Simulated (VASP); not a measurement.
Wanted: the native input for a VASP 6.6.1 run.

- Task: relaxation of cell and atoms
- Functional: r2SCAN
- Potentials or basis: VASP PAW PBE potentials, release 64 (Ge_d)
- Cutoff: 600 eV
- k mesh: 12 × 12 × 12
- Occupations: gaussian, width 0.02 eV
- Spin: no spin polarisation
- Dipole correction: no
- Further INCAR settings: ALGO = Normal; EDIFF = 1e-06; IBRION = 2; EDIFFG = -0.005; NSW = 100; ISIF = 3

Ge:

```
CELL_PARAMETERS angstrom
0.00000 2.82891 2.82891
2.82891 0.00000 2.82891
2.82891 2.82891 0.00000
ATOMIC_POSITIONS crystal
Ge 0.00000 0.00000 0.00000
Ge 0.25000 0.25000 0.25000
```

These files were run (other wordings do the same):

POSCAR

```
Ge
1.0
    0.0000000000      2.8289100000      2.8289100000
    2.8289100000      0.0000000000      2.8289100000
    2.8289100000      2.8289100000      0.0000000000
Ge
2
Direct
    0.0000000000      0.0000000000      0.0000000000
    0.2500000000      0.2500000000      0.2500000000
```

INCAR.step1

```
SYSTEM = Ge
ALGO = Normal ; EDIFF = 1E-4
ENCUT = 600 ; GGA = PE
ISMEAR = 0 ; LASPH = .TRUE.
LCHARG = .FALSE. ; LREAL = .FALSE.
LWAVE = .TRUE. ; NELM = 100
PREC = Accurate ; SIGMA = 0.02
```

INCAR.step2

```
SYSTEM = Ge
ALGO = Normal ; EDIFF = 1E-6
EDIFFG = -0.005 ; ENCUT = 600
IBRION = 2 ; ISIF = 3
ISMEAR = 0 ; ISTART = 1
LASPH = .TRUE. ; LCHARG = .FALSE.
LMIXTAU = .TRUE. ; LREAL = .FALSE.
LWAVE = .FALSE. ; METAGGA = R2SCAN
NELM = 100 ; NSW = 100
PREC = Accurate ; SIGMA = 0.02
```

KPOINTS

```
k-points
0
G
  12 12 12
  0 0 0
```

Potentials or basis: VASP PAW PBE potentials, release 64 (Ge_d).

The run is started by

```sh
$ cat potpaw_PBE.64/Ge_d/POTCAR > POTCAR
$ cp INCAR.step1 INCAR
$ mpirun -np 1 vasp_std > vasp.out
$ cp INCAR.step2 INCAR
$ mpirun -np 1 vasp_std > vasp.out
```

It gave:

```
Relaxed volume                         : 22.87 Å³/atom
Relaxed cell                           : a = 4.014 Å, b = 4.014 Å, c = 4.014 Å, α = 60.00°, β = 60.00°, γ = 60.00°
Space group after relaxing (to 0.05 Å) : Fd-3m (No. 227)
Energy gained by relaxing              : 0.6 meV/atom
Ionic steps                            : 3
Pressure after relaxing                : 0.0 GPa
Band gap on the k mesh                 : 0.31 eV, direct
```

Caveat: the PAW data sets were made with another functional, which shifts forces and pressure a little.

Wall time 5.3 min on 1 thread of Intel(R) Xeon(R) Platinum 8259CL CPU @ 2.50GHz (Skylake/Cascade Lake) (shared host), peak memory 0.23 GiB.
